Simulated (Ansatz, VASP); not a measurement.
# One calculation of Os, two programs

INCAR

```
PREC     = Accurate       # precision mode
ENCUT    = 520            # plane-wave cutoff, eV
EDIFF    = 1E-6           # SCF threshold, eV
ISMEAR   = 0              # smearing method
SIGMA    = 0.1            # smearing width, eV
LREAL    = False          # projectors in reciprocal space
LASPH    = True           # aspherical terms in the spheres
NELM     = 100            # most SCF steps
ALGO     = Fast           # electronic algorithm
ISIF     = 2              # what is computed and relaxed
LWAVE    = False          # write WAVECAR
LCHARG   = False          # write CHGCAR
GGA      = PE             # functional
NBANDS   = 24             # bands
```

Contents of KPOINTS:

```
regular mesh
0
Gamma
  6 6 4
```

File POSCAR:

```
Os
1.0
    2.0622585485     -3.4951457981      0.0000000000
    2.0622585485      3.4951457981      0.0000000000
    0.0000000000      0.0000000000      4.1300034079
Os
4
Direct
    0.1525000000      0.8475000000      0.0785000000
    0.6525000000      0.3475000000      0.4215000000
    0.8475000000      0.1525000000      0.9215000000
    0.3475000000      0.6525000000      0.5785000000
```

Input for Ansatz:

```yaml
crystal:
  lattice:
    - [2.0622585485, -3.4951457981, 0.0]
    - [2.0622585485, 3.4951457981, 0.0]
    - [0.0, 0.0, 4.1300034079]
  atoms:
    - { symbol: Os, position: [0.1525, 0.8475, 0.0785] }
    - { symbol: Os, position: [0.6525, 0.3475, 0.4215] }
    - { symbol: Os, position: [0.8475, 0.1525, 0.9215] }
    - { symbol: Os, position: [0.3475, 0.6525, 0.5785] }
basis:
  ecutwfc: 420
kpoints:
  mp_grid: { grid: [6, 6, 4] }
hamiltonian:
  xc: pbe
scf:
  occupations: { method: gaussian, width: 0.1 }
  lower_state_search: "off"
output:
  forces: true
  stress: true
  eigenvalues: true
```

Alike in both runs: task single point; functional PBE; k mesh 6 × 6 × 4; occupations gaussian, width 0.1 eV; no spin polarisation.

|  | VASP | Ansatz |
| --- | --- | --- |
| version | VASP 6.6.1 | Ansatz 0.2.0 |
| potentials or method | VASP PAW PBE potentials, release 64 (Os), cutoff 520 eV | scalar-relativistic, plane waves, PAW |
| valence electrons in the cell | 32 | 64 |

```csv
,VASP,Ansatz,Ansatz less VASP
gap on the k mesh at the Fermi level (eV),none,none,-
rms of the force components (eV/Å),0.344,0.363,+0.0193
```

Atom by atom the forces differ by 0.175 eV/Å (rms over components). A gap of «none» marks a metal or a gap that the smearing closes. The functional is the same, so the differences come from potentials, cutoffs and numerics. VASP's potentials hold 32 valence electrons a cell and Ansatz's 64, so a difference there can come from the potentials and not from the codes.

The k mesh is coarse, so the values compare programs but aren't converged. Neither program's run includes spin-orbit coupling.
